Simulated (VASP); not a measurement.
# Pt2C (F-43m) in VASP: single point with PBE

Aim: the single point of Pt2C with PBE.

Program: VASP 6.6.1. These are calculated values, not measurements. Logs are shortened: lines on timing, memory, paths and dates and some standing lists are left out, and cuts for length are marked.

## (1) The cell of the first run

It takes space group F-43m (No. 216, cubic). Conventional cell: a = 9.705 Å, b = 9.705 Å, c = 9.705 Å, α = 90.00°, β = 90.00°, γ = 90.00°. Within 2.3 Å of Pt (site symmetry 3m) lie 1 C at 1.75 Å. C (site symmetry -43m) has 4 Pt at 1.75 Å within 2.3 Å. Within 3.2 Å of C (site symmetry -43m) lie 4 Pt at 2.45 Å.

## (2) Single point, PBE

INCAR

```
ALGO = Normal
EDIFF = 1E-7
ENCUT = 520
GGA = PE
ISIF = 2
ISMEAR = 0
LASPH = True
LCHARG = False
LREAL = False
LWAVE = False
NBANDS = 33
NELM = 80
PREC = Accurate
SIGMA = 0.1
```

KPOINTS

```
k-points
0
Gamma
  4 4 4
```

POSCAR

```
Pt2C
1.0
    0.0000000000      4.8522826000      4.8522826000
    4.8522826000      0.0000000000      4.8522826000
    4.8522826000      4.8522826000      0.0000000000
Pt C
4 2
Direct
    0.3541775700      0.9374672800      0.3541775700
    0.3541775700      0.3541775700      0.3541775700
    0.9374672800      0.3541775700      0.3541775700
    0.3541775700      0.3541775700      0.9374672800
    0.2500000000      0.2500000000      0.2500000000
    0.5000000000      0.5000000000      0.5000000000
```

Potentials or basis: VASP PAW PBE potentials, release 64 (Pt, C).

Run with:

```console
$ cat potpaw_PBE.64/Pt/POTCAR potpaw_PBE.64/C/POTCAR > POTCAR
$ mpirun -np 1 vasp_std > vasp.out
```

OUTCAR:

```text
EDIFF = 1E-7
   ENCUT = 520
   GGA = PE
   ISIF = 2
   ISMEAR = 0
   LASPH = True
   LREAL = False
   NELM = 80
   PREC = Accurate

 ion  position               nearest neighbor table
   1  0.354  0.937  0.354-   5 1.75   6 2.45   4 2.86   2 2.86   3 2.86
   2  0.354  0.354  0.354-   5 1.75   6 2.45   4 2.86   1 2.86   3 2.86
   3  0.937  0.354  0.354-   5 1.75   6 2.45   4 2.86   1 2.86   2 2.86
   4  0.354  0.354  0.937-   5 1.75   6 2.45   3 2.86   1 2.86   2 2.86
   5  0.250  0.250  0.250-   2 1.75   1 1.75   3 1.75   4 1.75
   6  0.500  0.500  0.500-   1 2.45   3 2.45   4 2.45   2 2.45

  LATTYP: Found a face centered cubic cell.
 ALAT       =     9.7045652000

  Lattice vectors:

 A1 = (   0.0000000000,   4.8522826000,   4.8522826000)
 A2 = (   4.8522826000,   0.0000000000,   4.8522826000)
 A3 = (   4.8522826000,   4.8522826000,   0.0000000000)

Analysis of symmetry for initial positions (statically):
=====================================================================
 Subroutine PRICEL returns:
 Original cell was already a primitive cell.

 Routine SETGRP: Setting up the symmetry group for a
 face centered cubic supercell.

 Subroutine GETGRP returns: Found 24 space group operations
 (whereof 24 operations were pure point group operations)
 out of a pool of 48 trial point group operations.

The static configuration has the point symmetry T_d .

Analysis of symmetry for dynamics (positions and initial velocities):
=====================================================================
 Subroutine PRICEL returns:
 Original cell was already a primitive cell.

 Routine SETGRP: Setting up the symmetry group for a
 face centered cubic supercell.

 Subroutine GETGRP returns: Found 24 space group operations
 (whereof 24 operations were pure point group operations)
 out of a pool of 48 trial point group operations.

The dynamic configuration has the point symmetry T_d .

 Subroutine INISYM returns: Found 24 space group operations
 (whereof 24 operations are pure point group operations),
 and found     1 'primitive' translations

----------------------------------------------------------------------------------------

                                     Primitive cell

  volume of cell :     228.4906

  direct lattice vectors                    reciprocal lattice vectors
     0.000000000  4.852282600  4.852282600    -0.103044287  0.103044287  0.103044287
     4.852282600  0.000000000  4.852282600     0.103044287 -0.103044287  0.103044287
     4.852282600  4.852282600  0.000000000     0.103044287  0.103044287 -0.103044287

  length of vectors
     6.862163861  6.862163861  6.862163861     0.178477940  0.178477940  0.178477940

  position of ions in fractional coordinates (direct lattice)
     0.354177570  0.937467280  0.354177570
     0.354177570  0.354177570  0.354177570
     0.937467280  0.354177570  0.354177570
     0.354177570  0.354177570  0.937467280
     0.250000000  0.250000000  0.250000000
     0.500000000  0.500000000  0.500000000

  ion indices of the primitive-cell ions
   primitive index   ion index
                 1           1
                 2           2
                 3           3
                 4           4
                 5           5
                 6           6

----------------------------------------------------------------------------------------

 KPOINTS: k-points

Automatic generation of k-mesh.
 Grid dimensions read from file:
 generate k-points for:    4    4    4

 Generating k-lattice:

  Cartesian coordinates                     Fractional coordinates (reciprocal lattice)
    -0.025761072  0.025761072  0.025761072     0.250000000  0.000000000  0.000000000
     0.025761072 -0.025761072  0.025761072     0.000000000  0.250000000  0.000000000
     0.025761072  0.025761072 -0.025761072     0.000000000  0.000000000  0.250000000

  Length of vectors
     0.044619485  0.044619485  0.044619485

  Shift w.r.t. Gamma in fractional coordinates (k-lattice)
     0.000000000  0.000000000  0.000000000

 Subroutine IBZKPT returns following result:
 ===========================================

 Found      8 irreducible k-points:

 Following reciprocal coordinates:
            Coordinates               Weight
  0.000000  0.000000  0.000000      1.000000
  0.250000  0.000000  0.000000      8.000000
  0.500000  0.000000  0.000000      4.000000
  0.250000  0.250000  0.000000      6.000000
  0.500000  0.250000  0.000000     24.000000
 -0.250000  0.250000  0.000000     12.000000
  0.500000  0.500000  0.000000      3.000000
 -0.250000  0.500000  0.250000      6.000000
   k-points           NKPTS =      8   k-points in BZ     NKDIM =      8   number of bands    NBANDS=     33
   number of dos      NEDOS =    301   number of ions     NIONS =      6
   total plane-waves  NPLWV = 157464
   dimension x,y,z NGX =    54 NGY =   54 NGZ =   54
   dimension x,y,z NGXF=   108 NGYF=  108 NGZF=  108
   ions per type =               4   2
   NGX,Y,Z   is equivalent  to a cutoff of  13.08, 13.08, 13.08 a.u.
   NGXF,Y,Z  is equivalent  to a cutoff of  26.16, 26.16, 26.16 a.u.
 SYSTEM =  unknown system
   PREC   = accura    normal or accurate (medium, high low for compatibility)
   ISTART =      0    job   : 0-new  1-cont  2-samecut
   ICHARG =      2    charge: 1-file 2-atom 10-const
   ISPIN  =      1    spin polarized calculation?
   LNONCOLLINEAR =      F non collinear calculations
   LSORBIT =      F    spin-orbit coupling
   LASPH  =      T    aspherical Exc in radial PAW
   ENCUT  =  520.0 eV  38.22 Ry    6.18 a.u.  12.76 12.76 12.76*2*pi/ulx,y,z
   NELM   =     80;   NELMIN=  2; NELMDL= -5     # of ELM steps
   EDIFF  = 0.1E-06   stopping-criterion for ELM
   LREAL  =      F    real-space projection
   EDIFFG = 0.1E-05   stopping-criterion for IOM
   NSW    =      0    number of steps for IOM
   IBRION =     -1    ionic relax: 0-MD 1-quasi-New 2-CG
   NFREE  =      0    steps in history (QN), initial steepest desc. (CG)
   ISIF   =      2    stress and relaxation
   ISYM   =      2    0-nonsym 1-usesym 2-fastsym
   POTIM  = 0.5000    time-step for ionic-motion
   TEBEG  =    0.0;   TEEND  =   0.0 temperature during run
   PSTRESS=    0.0 pullay stress
   NELECT =      48.0000    total number of electrons
   NUPDOWN=      -1.0000    fix difference up-down
   EMIN   =  10.00;   EMAX   =-10.00  energy-range for DOS
   EFERMI =   0.00;   METHOD = LEGACY
   ISMEAR =     0;   SIGMA  =   0.10  broadening in eV -4-tet -1-fermi 0-gaus
   EFERMI_NEDOS =   21; number of points for ismear=-14 and -15
   IALGO  =     38    algorithm
   IMIX   =      4    mixing-type and parameters
     AMIX     =   0.40;   BMIX     =  1.00
     AMIX_MAG =   1.60;   BMIX_MAG =  1.00
  volume/ion in A,a.u.               =      38.08       256.99
  Fermi-wavevector in a.u.,A,eV,Ry     =   0.973193  1.839069 12.886151  0.947105
  Thomas-Fermi vector in A             =   2.103553
   LORBIT       =      0    0 simple, 1 ext, 2 COOP (PROOUT), +10 PAW based schemes
   GGA     = PE    functional components
   LHFCALC =     F    Hartree Fock is set to
   AEXX    =    0.0000 exact exchange contribution
   IVDW    =     0    specifies the selected vdW correction
   LEPSILON=     F    determine dielectric tensor
   LRPA    =     F    only Hartree local field effects (RPA)
 non-spin polarized calculation
 Gauss-broadening in eV      SIGMA  =   0.10
  energy-cutoff  :      520.00
  volume of cell :      228.49
 maximum number of plane-waves:      6183
 NGX is ok and might be reduce to    54
   NGX = 25   NGY = 25   NGZ = 25

 number of electron      48.0000002 magnetization

 Free energy of the ion-electron system (eV)
  ---------------------------------------------------
  ext. energy  EPLUGINS =         0.00000000
  ---------------------------------------------------
  free energy    TOTEN  =       -29.59126304 eV

  energy without entropy =      -29.53179588  energy(sigma->0) =      -29.56152946

 E-fermi :  -0.6804     XC(G=0):  -6.6229

 val. band max:       -0.6902399843   @ k =   0.5000   0.2500   0.0000
 cond. band min:      -0.6585969172   @ k =   0.5000   0.5000   0.0000
 fundamental gap:      0.0316430671
 Fermi energy:        -0.6803897960

 k-point     1 :       0.0000    0.0000    0.0000
  band No.  band energies     occupation
      1     -14.5127      2.00000
      2      -9.0051      2.00000
      3      -8.3021      2.00000
      4      -8.3021      2.00000
      5      -8.3021      2.00000
      6      -3.8741      2.00000
[... 25 lines left out ...]
     32       5.1421      0.00000
     33       5.1421      0.00000

 k-point     2 :       0.2500    0.0000    0.0000
  band No.  band energies     occupation
      1     -14.4800      2.00000
      2      -9.4044      2.00000
      3      -8.2743      2.00000
      4      -8.2743      2.00000
      5      -7.8899      2.00000
      6      -3.8699      2.00000
[... 25 lines left out ...]
     32       4.7406      0.00000
     33       5.4290      0.00000

 k-point     3 :       0.5000    0.0000    0.0000
  band No.  band energies     occupation
      1     -14.4463      2.00000
      2      -9.6590      2.00000
      3      -8.2458      2.00000
      4      -8.2458      2.00000
      5      -7.6201      2.00000
      6      -3.8700      2.00000
[... 25 lines left out ...]
     32       5.3005      0.00000
     33       6.1089      0.00000

 k-point     4 :       0.2500    0.2500    0.0000
  band No.  band energies     occupation
      1     -14.4688      2.00000
      2      -9.5018      2.00000
      3      -8.2514      2.00000
      4      -8.2514      2.00000
      5      -7.8155      2.00000
      6      -3.9445      2.00000
[... 25 lines left out ...]
     32       4.9510      0.00000
     33       5.4358      0.00000

 k-point     5 :       0.5000    0.2500    0.0000
  band No.  band energies     occupation
      1     -14.4347      2.00000
      2      -9.7379      2.00000
      3      -8.2221      2.00000
      4      -8.2161      2.00000
      5      -7.5701      2.00000
      6      -3.9932      2.00000
[... 25 lines left out ...]
     32       5.0581      0.00000
     33       6.0452      0.00000

 k-point     6 :      -0.2500    0.2500    0.0000
  band No.  band energies     occupation
      1     -14.4462      2.00000
      2      -9.6631      2.00000
      3      -8.2457      2.00000
      4      -8.2249      2.00000
      5      -7.6366      2.00000
      6      -3.9157      2.00000
[... 25 lines left out ...]
     32       4.8133      0.00000
     33       5.6449      0.00000

 k-point     7 :       0.5000    0.5000    0.0000
  band No.  band energies     occupation
      1     -14.4231      2.00000
      2      -9.8096      2.00000
      3      -8.1979      2.00000
      4      -8.1979      2.00000
      5      -7.5183      2.00000
      6      -4.0185      2.00000
[... 25 lines left out ...]
     32       5.8428      0.00000
     33       5.8428      0.00000

 k-point     8 :      -0.2500    0.5000    0.2500
  band No.  band energies     occupation
      1     -14.4231      2.00000
      2      -9.8087      2.00000
      3      -8.2083      2.00000
      4      -8.1980      2.00000
      5      -7.5054      2.00000
      6      -4.0575      2.00000
[... 25 lines left out ...]
     32       5.1940      0.00000
     33       6.1908      0.00000

------------------------ aborting loop because EDIFF is reached ----------------------------------------

  FORCE on cell =-STRESS in cart. coord.  units (eV):
  Direction    XX          YY          ZZ          XY          YZ          ZX
  --------------------------------------------------------------------------------------
  -------------------------------------------------------------------------------------
  Total        2.6574721      2.6574721      2.6574721     -0.0000000     -0.0000000     -0.0000000
  in kB       18.6342123     18.6342123     18.6342123     -0.0000000     -0.0000000     -0.0000000
  external PRESSURE =      18.6342123 kB  Pullay stress =       0.0000000 kB

 VOLUME and BASIS-vectors are now :
 -----------------------------------------------------------------------------
  energy-cutoff  :      520.00
  volume of cell :      228.49
      direct lattice vectors                 reciprocal lattice vectors
     0.000000000  4.852282600  4.852282600    -0.103044287  0.103044287  0.103044287
     4.852282600  0.000000000  4.852282600     0.103044287 -0.103044287  0.103044287
     4.852282600  4.852282600  0.000000000     0.103044287  0.103044287 -0.103044287

 POSITION                                       TOTAL-FORCE (eV/Angst)
 -----------------------------------------------------------------------------------
      6.26743      3.43714      6.26743        -4.254711      4.254711     -4.254711
      3.43714      3.43714      3.43714         4.254711      4.254711      4.254711
      3.43714      6.26743      6.26743         4.254711     -4.254711     -4.254711
      6.26743      6.26743      3.43714        -4.254711     -4.254711      4.254711
      2.42614      2.42614      2.42614         0.000000      0.000000      0.000000
      4.85228      4.85228      4.85228         0.000000      0.000000      0.000000
 -----------------------------------------------------------------------------------
    total drift:                                0.000038      0.000038      0.000038

  FREE ENERGIE OF THE ION-ELECTRON SYSTEM (eV)
  ---------------------------------------------------
  free  energy   TOTEN  =       -29.5912630358 eV

  energy  without entropy=      -29.5317958821  energy(sigma->0) =      -29.56152946
```

Wall time 78 s (1 thread of Intel Xeon 6975P-C (Granite Rapids), shared host); peak memory 0.37 GiB.

What came out:

```yaml
Free_energy: -29.5913 eV
Pressure: 1.9 GPa
Largest_force: 7.369 eV/Å
Band_gap_on_the_k_mesh: zero (band 24 reaches -0.52 eV, above the bottom of band 25 at -1.21 eV)
```

Forces on the atoms (eV/Å):
```
Pt  -4.255  4.255 -4.255
Pt   4.255  4.255  4.255
Pt   4.255 -4.255 -4.255
Pt  -4.255 -4.255  4.255
C    0.000  0.000  0.000
C    0.000  0.000  0.000
```

Levels at points of the mesh, in eV from the Fermi level:
```
           k point  band 21  band 22  band 23  band 24  band 25  band 26  band 27  band 28
(0.00, 0.00, 0.00)    -0.63    -0.63    -0.53    -0.53    -0.53     1.24     1.24     1.24
(0.50, 0.00, 0.00)    -0.89    -0.89    -0.53     0.16     0.16     1.38     1.38     1.55
(0.50, 0.50, 0.00)    -0.91    -0.84    -0.42     0.02     0.02     0.46     2.16     2.16
```

Caveat: spin-orbit coupling is left out, which moves the levels of the heavy elements; forces of over 1 eV/Å act on the atoms, so gaps and moduli don't describe the material at rest.
